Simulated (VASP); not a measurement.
# Zr (a cell with a defect) in VASP: further runs

The runs below take Zr (a cell with a defect) through single point, with PBE.

Program: VASP 6.6.1. These are calculated values, not measurements. Logs are shortened: lines on timing, memory, paths and dates and some standing lists are left out, and cuts for length are marked.

## Step 1: The cell of the first run

The cell holds a defect, 15 atoms: a = 6.445 Å, b = 6.445 Å, c = 10.264 Å, α = 90.00°, β = 90.00°, γ = 60.00°.

## Step 2: Single point, PBE

The input, INCAR:

```
SYSTEM = Zr
  PREC = Accurate
  ENCUT = 520
  EDIFF = 1E-6
  ISMEAR = 0
  SIGMA = 0.1
  LREAL = Auto
  LASPH = .True.
  NELM = 100
  ALGO = Normal
  ISIF = 2
  LWAVE = .False.
  LCHARG = .False.
  GGA = PE
  NBANDS = 103
```

The input, KPOINTS:

```
Automatic mesh
0
Gamma
  3 3 2
  0 0 0
```

The input, POSCAR:

```
Zr
1.0
    3.2226450900      5.5817850400      0.0000000000
   -3.2226450900      5.5817850400      0.0000000000
    0.0000000000      0.0000000000     10.2642120000
Zr
15
Direct
    0.1607214276      0.1794774490      0.1308762913
    0.3237630258      0.3699818913      0.3731834455
    0.3402605503      0.3180412248      0.8706724881
    0.1664245720      0.6790739497      0.1293162105
    0.2913469601      0.9182363455      0.4300321350
    0.1705487404      0.6415289314      0.6291480535
    0.3387806829      0.8233937745      0.8741903421
    0.6589522745      0.1829665680      0.1188322104
    0.8072146610      0.3699589408      0.3731627913
    0.6859086454      0.1290645159      0.6205553821
    0.8426046802      0.3180442795      0.8706846663
    0.6554264075      0.6790483075      0.1293203024
    0.8192918538      0.8623003130      0.3755606373
    0.6888541758      0.6414483971      0.6291217485
    0.8436038473      0.8136511229      0.8771734255
```

Potentials or basis: VASP PAW PBE potentials, release 64 (Zr_sv).

Run with:

```console
> cat potpaw_PBE.64/Zr_sv/POTCAR > POTCAR
> mpirun -np 1 vasp_std > vasp.out
```

OUTCAR:

```text
SYSTEM = Zr
   PREC = Accurate
   ENCUT = 520
   EDIFF = 1E-6
   ISMEAR = 0
   LREAL = Auto
   LASPH = .True.
   NELM = 100
   ISIF = 2
   GGA = PE

 ion  position               nearest neighbor table
   1  0.161  0.179  0.131-   9 3.18   2 3.18   4 3.21  12 3.21  11 3.21   3 3.21   8 3.22   8 3.23
                            12 3.24   4 3.24   7 3.30   5 3.40
   2  0.324  0.370  0.373-   6 3.04   4 3.04   5 3.08   9 3.12   1 3.18  13 3.21   8 3.21  13 3.23
                            10 3.27   9 3.33   5 3.48
   3  0.340  0.318  0.871-   6 3.07   8 3.11   7 3.19  15 3.20  11 3.21   1 3.21  10 3.21  11 3.24
                            15 3.25   7 3.25   4 3.33
   4  0.166  0.679  0.129-   2 3.04  12 3.15  15 3.16   7 3.16  13 3.19   8 3.19   1 3.21   1 3.24
                             8 3.26  12 3.29   3 3.33   5 3.71
   5  0.291  0.918  0.430-  14 3.06   6 3.06   9 3.08   2 3.08  13 3.29  13 3.29   1 3.40   2 3.48
                             9 3.48  12 3.71   4 3.71
   6  0.171  0.642  0.629-   2 3.04   5 3.06   3 3.07  14 3.10  15 3.13  10 3.13   7 3.19  13 3.27
                            10 3.31  14 3.34
   7  0.339  0.823  0.874-  12 3.16   4 3.16   6 3.19  14 3.19   3 3.19  11 3.19  15 3.22  15 3.22
                            11 3.25   3 3.25   1 3.30
   8  0.659  0.183  0.119-   3 3.11  11 3.11  13 3.19   4 3.19  12 3.19   2 3.21   9 3.21   1 3.22
                            15 3.23   1 3.23  12 3.26   4 3.26
   9  0.807  0.370  0.373-  14 3.04  12 3.04   5 3.08   2 3.12   1 3.18  13 3.21   8 3.21  13 3.23
                            10 3.27   2 3.33   5 3.48
  10  0.686  0.129  0.621-  13 2.92   6 3.13  14 3.13  15 3.17   3 3.21  11 3.21   2 3.27   9 3.27
                            14 3.31   6 3.31
  11  0.843  0.318  0.871-  14 3.07   8 3.11   7 3.19  15 3.20   3 3.21   1 3.21  10 3.21   3 3.24
                            15 3.25   7 3.25  12 3.33
  12  0.655  0.679  0.129-   9 3.04   4 3.15  15 3.16   7 3.16  13 3.19   8 3.19   1 3.21   1 3.24
                             8 3.26   4 3.29  11 3.33   5 3.71
  13  0.819  0.862  0.376-  10 2.92  12 3.19   4 3.19   8 3.19   9 3.21   2 3.21   2 3.23   9 3.23
                            14 3.27   6 3.27   5 3.29   5 3.29
  14  0.689  0.641  0.629-   9 3.04   5 3.06  11 3.07   6 3.10  15 3.13  10 3.13   7 3.19  13 3.27
                            10 3.31   6 3.34
  15  0.844  0.814  0.877-   6 3.13  14 3.13  12 3.16   4 3.16  10 3.17  11 3.20   3 3.20   7 3.22
                             7 3.22   8 3.23   3 3.25  11 3.25

  LATTYP: Found a hexagonal cell.
 ALAT       =     6.4452901881
 C/A-ratio  =     1.5925135565

  Lattice vectors:

 A1 = (   3.2226450900,  -5.5817850400,   0.0000000000)
 A2 = (   3.2226450900,   5.5817850400,   0.0000000000)
 A3 = (   0.0000000000,   0.0000000000,  10.2642120000)

Analysis of symmetry for initial positions (statically):
=====================================================================
 Subroutine PRICEL returns:
 Original cell was already a primitive cell.

 Routine SETGRP: Setting up the symmetry group for a
 hexagonal supercell.

 Subroutine GETGRP returns: Found  1 space group operations
 (whereof  1 operations were pure point group operations)
 out of a pool of 24 trial point group operations.

The static configuration has the point symmetry C_1 .

Analysis of symmetry for dynamics (positions and initial velocities):
=====================================================================
 Subroutine PRICEL returns:
 Original cell was already a primitive cell.

 Routine SETGRP: Setting up the symmetry group for a
 hexagonal supercell.

 Subroutine GETGRP returns: Found  1 space group operations
 (whereof  1 operations were pure point group operations)
 out of a pool of 24 trial point group operations.

The dynamic configuration has the point symmetry C_1 .

 Subroutine INISYM returns: Found  1 space group operations
 (whereof  1 operations are pure point group operations),
 and found     1 'primitive' translations

----------------------------------------------------------------------------------------

                                     Primitive cell

  volume of cell :     369.2676

  direct lattice vectors                    reciprocal lattice vectors
     3.222645090  5.581785040  0.000000000     0.155152052  0.089577079  0.000000000
    -3.222645090  5.581785040  0.000000000    -0.155152052  0.089577079  0.000000000
     0.000000000  0.000000000 10.264212000     0.000000000  0.000000000  0.097425891

  length of vectors
     6.445290188  6.445290188 10.264212000     0.179154158  0.179154158  0.097425891

  position of ions in fractional coordinates (direct lattice)
     0.160721428  0.179477449  0.130876291
     0.323763026  0.369981891  0.373183445
     0.340260550  0.318041225  0.870672488
     0.166424572  0.679073950  0.129316211
     0.291346960  0.918236345  0.430032135
     0.170548740  0.641528931  0.629148054
     0.338780683  0.823393774  0.874190342
     0.658952275  0.182966568  0.118832210
     0.807214661  0.369958941  0.373162791
     0.685908645  0.129064516  0.620555382
     0.842604680  0.318044280  0.870684666
     0.655426408  0.679048307  0.129320302
     0.819291854  0.862300313  0.375560637
     0.688854176  0.641448397  0.629121748
     0.843603847  0.813651123  0.877173425

  ion indices of the primitive-cell ions
   primitive index   ion index
                 1           1
                 2           2
                 3           3
                 4           4
                 5           5
                 6           6
                 7           7
                 8           8
                 9           9
                10          10
                11          11
                12          12
                13          13
                14          14
                15          15

----------------------------------------------------------------------------------------

 KPOINTS: Automatic mesh

Automatic generation of k-mesh.
 Grid dimensions read from file:
 generate k-points for:    3    3    2

 Generating k-lattice:

  Cartesian coordinates                     Fractional coordinates (reciprocal lattice)
     0.051717351  0.029859026  0.000000000     0.333333333  0.000000000  0.000000000
    -0.051717351  0.029859026  0.000000000     0.000000000  0.333333333  0.000000000
     0.000000000  0.000000000  0.048712946     0.000000000  0.000000000  0.500000000

  Length of vectors
     0.059718053  0.059718053  0.048712946

  Shift w.r.t. Gamma in fractional coordinates (k-lattice)
     0.000000000  0.000000000  0.000000000

 Subroutine IBZKPT returns following result:
 ===========================================

 Found     10 irreducible k-points:

 Following reciprocal coordinates:
            Coordinates               Weight
  0.000000  0.000000  0.000000      1.000000
  0.333333 -0.000000  0.000000      2.000000
  0.333333  0.333333  0.000000      2.000000
 -0.000000  0.333333  0.000000      2.000000
 -0.333333  0.333333  0.000000      2.000000
  0.000000  0.000000  0.500000      1.000000
  0.333333 -0.000000  0.500000      2.000000
  0.333333  0.333333  0.500000      2.000000
 -0.000000  0.333333  0.500000      2.000000
 -0.333333  0.333333  0.500000      2.000000
   k-points           NKPTS =     10   k-points in BZ     NKDIM =     10   number of bands    NBANDS=    103
   number of dos      NEDOS =    301   number of ions     NIONS =     15
   total plane-waves  NPLWV = 184320
   dimension x,y,z NGX =    48 NGY =   48 NGZ =   80
   dimension x,y,z NGXF=    96 NGYF=   96 NGZF=  160
   ions per type =              15
   NGX,Y,Z   is equivalent  to a cutoff of  12.38, 12.38, 12.96 a.u.
   NGXF,Y,Z  is equivalent  to a cutoff of  24.76, 24.76, 25.91 a.u.
 SYSTEM =  Zr
   PREC   = accura    normal or accurate (medium, high low for compatibility)
   ISTART =      0    job   : 0-new  1-cont  2-samecut
   ICHARG =      2    charge: 1-file 2-atom 10-const
   ISPIN  =      1    spin polarized calculation?
   LNONCOLLINEAR =      F non collinear calculations
   LSORBIT =      F    spin-orbit coupling
   LASPH  =      T    aspherical Exc in radial PAW
   ENCUT  =  520.0 eV  38.22 Ry    6.18 a.u.  11.98 11.98 19.08*2*pi/ulx,y,z
   NELM   =    100;   NELMIN=  2; NELMDL= -5     # of ELM steps
   EDIFF  = 0.1E-05   stopping-criterion for ELM
   LREAL  =      T    real-space projection
   EDIFFG = 0.1E-04   stopping-criterion for IOM
   NSW    =      0    number of steps for IOM
   IBRION =     -1    ionic relax: 0-MD 1-quasi-New 2-CG
   NFREE  =      0    steps in history (QN), initial steepest desc. (CG)
   ISIF   =      2    stress and relaxation
   ISYM   =      2    0-nonsym 1-usesym 2-fastsym
   POTIM  = 0.5000    time-step for ionic-motion
   TEBEG  =    0.0;   TEEND  =   0.0 temperature during run
   PSTRESS=    0.0 pullay stress
   NELECT =     180.0000    total number of electrons
   NUPDOWN=      -1.0000    fix difference up-down
   EMIN   =  10.00;   EMAX   =-10.00  energy-range for DOS
   EFERMI =   0.00;   METHOD = LEGACY
   ISMEAR =     0;   SIGMA  =   0.10  broadening in eV -4-tet -1-fermi 0-gaus
   EFERMI_NEDOS =   21; number of points for ismear=-14 and -15
   IALGO  =     38    algorithm
   IMIX   =      4    mixing-type and parameters
     AMIX     =   0.40;   BMIX     =  1.00
     AMIX_MAG =   1.60;   BMIX_MAG =  1.00
  volume/ion in A,a.u.               =      24.62       166.13
  Fermi-wavevector in a.u.,A,eV,Ry     =   1.288404  2.434730 22.585452  1.659984
  Thomas-Fermi vector in A             =   2.420359
   LORBIT       =      0    0 simple, 1 ext, 2 COOP (PROOUT), +10 PAW based schemes
   GGA     = PE    functional components
   LHFCALC =     F    Hartree Fock is set to
   AEXX    =    0.0000 exact exchange contribution
   IVDW    =     0    specifies the selected vdW correction
   LEPSILON=     F    determine dielectric tensor
   LRPA    =     F    only Hartree local field effects (RPA)
 non-spin polarized calculation
 Gauss-broadening in eV      SIGMA  =   0.10
  energy-cutoff  :      520.00
  volume of cell :      369.27
 maximum number of plane-waves:      9990
   NGX = 23   NGY = 23   NGZ = 39

 number of electron     180.0000000 magnetization

 Free energy of the ion-electron system (eV)
  ---------------------------------------------------
  ext. energy  EPLUGINS =         0.00000000
  ---------------------------------------------------
  free energy    TOTEN  =      -125.46646683 eV

  energy without entropy =     -125.38695278  energy(sigma->0) =     -125.42670980

 E-fermi :   8.2205     XC(G=0): -10.7768

 val. band max:        8.2142738089   @ k =  -0.3333   0.3333   0.0000
 cond. band min:       8.2333183090   @ k =  -0.0000   0.3333   0.0000
 fundamental gap:      0.0190445001
 Fermi energy:         8.2205449768

 k-point     1 :       0.0000    0.0000    0.0000
  band No.  band energies     occupation
      1     -40.7329      2.00000
      2     -40.5744      2.00000
      3     -40.5193      2.00000
      4     -40.4837      2.00000
      5     -40.4590      2.00000
      6     -40.4539      2.00000
[... 94 lines left out ...]
    101       9.4866      0.00000
    102       9.5731      0.00000

 k-point     2 :       0.3333   -0.0000    0.0000
  band No.  band energies     occupation
      1     -40.7307      2.00000
      2     -40.5553      2.00000
      3     -40.5155      2.00000
      4     -40.4870      2.00000
      5     -40.4657      2.00000
      6     -40.4506      2.00000
[... 934 lines left out ...]
    101       8.9609      0.00000
    102       9.0210      0.00000
 [bands above 102 left out]

------------------------ aborting loop because EDIFF is reached ----------------------------------------

  FORCE on cell =-STRESS in cart. coord.  units (eV):
  Direction    XX          YY          ZZ          XY          YZ          ZX
  --------------------------------------------------------------------------------------
  -------------------------------------------------------------------------------------
  Total       -3.9358665     -4.8648139     -4.4492612     -0.7996341     -0.9523624      1.6485527
  in kB      -17.0769281    -21.1074426    -19.3044435     -3.4694504     -4.1321076      7.1527365
  external PRESSURE =     -19.1629381 kB  Pullay stress =       0.0000000 kB

 VOLUME and BASIS-vectors are now :
 -----------------------------------------------------------------------------
  energy-cutoff  :      520.00
  volume of cell :      369.27
      direct lattice vectors                 reciprocal lattice vectors
     3.222645090  5.581785040  0.000000000     0.155152052  0.089577079  0.000000000
    -3.222645090  5.581785040  0.000000000    -0.155152052  0.089577079  0.000000000
     0.000000000  0.000000000 10.264212000     0.000000000  0.000000000  0.097425891

 POSITION                                       TOTAL-FORCE (eV/Angst)
 -----------------------------------------------------------------------------------
     -0.06044      1.89892      1.34334         0.020761     -0.012601      0.061129
     -0.14895      3.87233      3.83043        -0.005467     -0.012786      0.074557
      0.07161      3.67450      8.93677        -0.004141      0.019882      0.002017
     -1.65209      4.71939      1.32733        -0.034211      0.036775      0.049791
     -2.02024      6.75163      4.41394         0.216986     -0.125541     -0.463507
     -1.51780      4.53284      6.45771        -0.074997      0.009193      0.024897
     -1.56174      6.48701      8.97287        -0.022277      0.011860      0.022721
      1.53393      4.69941      1.21972         0.005098     -0.002153      0.040134
      1.40912      6.57073      3.83022         0.008570      0.011088      0.075116
      1.79451      4.54900      6.36951        -0.080932      0.047444      0.049471
      1.69047      6.47849      8.93689        -0.018661     -0.007167      0.001280
     -0.07613      7.44875      1.32737        -0.049987      0.011219      0.049007
     -0.13860      9.38629      3.85483         0.083475     -0.047293     -0.024091
      0.15277      7.42546      6.45744        -0.046036      0.060216      0.025707
      0.09653      9.25044      9.00349         0.001818     -0.000136      0.011771
 -----------------------------------------------------------------------------------
    total drift:                               -0.002956      0.003676     -0.000724

  FREE ENERGIE OF THE ION-ELECTRON SYSTEM (eV)
  ---------------------------------------------------
  free  energy   TOTEN  =      -125.4664668285 eV

  energy  without entropy=     -125.3869527804  energy(sigma->0) =     -125.42670980
```

Run time: 8.5 min. Hardware: 1 thread of Intel Xeon 6975P-C (Granite Rapids), shared host; peak memory 0.55 GiB.

Results:

```
Free energy            : -125.4665 eV
Pressure               : -1.9 GPa
Largest force          : 0.527 eV/Å
Band gap on the k mesh : zero (band 90 reaches 8.70 eV, above the bottom of band 91 at 7.95 eV)
```

Forces on the atoms (eV/Å):
```
Zr   0.021 -0.013  0.061
Zr  -0.005 -0.013  0.075
Zr  -0.004  0.020  0.002
Zr  -0.034  0.037  0.050
Zr   0.217 -0.126 -0.464
Zr  -0.075  0.009  0.025
Zr  -0.022  0.012  0.023
Zr   0.005 -0.002  0.040
Zr   0.009  0.011  0.075
Zr  -0.081  0.047  0.049
Zr  -0.019 -0.007  0.001
Zr  -0.050  0.011  0.049
Zr   0.083 -0.047 -0.024
Zr  -0.046  0.060  0.026
Zr   0.002  0.000  0.012
```

Caveat: the k points lie up to 0.38 Å⁻¹ apart.

(Part 1 of 2 ends here.)
